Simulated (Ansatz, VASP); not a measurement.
NaCl: VASP beside Ansatz

```
Na Cl
1.0
     0.00000    2.78607    2.92537
     2.78607    0.00000    2.92537
     2.78607    2.78607    0.00000
Na Cl
1 1
Direct
  0.00000 0.00000 0.00000
  0.50000 0.50000 0.50000
```

Alike in both runs: task single point; functional PBEsol; k mesh 8 × 8 × 8; occupations gaussian, width 0.05 eV; no spin polarisation.

```csv
,VASP,Ansatz
version,VASP 6.6.1,Ansatz 0.2.0
potentials or method,"VASP PAW PBE potentials, release 64 (Na_pv, Cl), cutoff 520 eV","scalar-relativistic, plane waves, PAW"
valence electrons in the cell,14,16
```

```tsv
	VASP	Ansatz	Ansatz less VASP
gap on the k mesh at the Fermi level (eV)	4.87	4.87	+0.003
least direct gap on the mesh (eV)	4.87	4.87	+0.003
pressure (GPa)	-0.6	-0.6	-0.01
traceless stress, the component that is largest in VASP (GPa)	-1.09	-1.07	+0.020
```

VASP's potentials were made for PBE, not for PBEsol. VASP's potentials hold 14 valence electrons a cell and Ansatz's 16, so a difference there can come from the potentials and not from the codes.
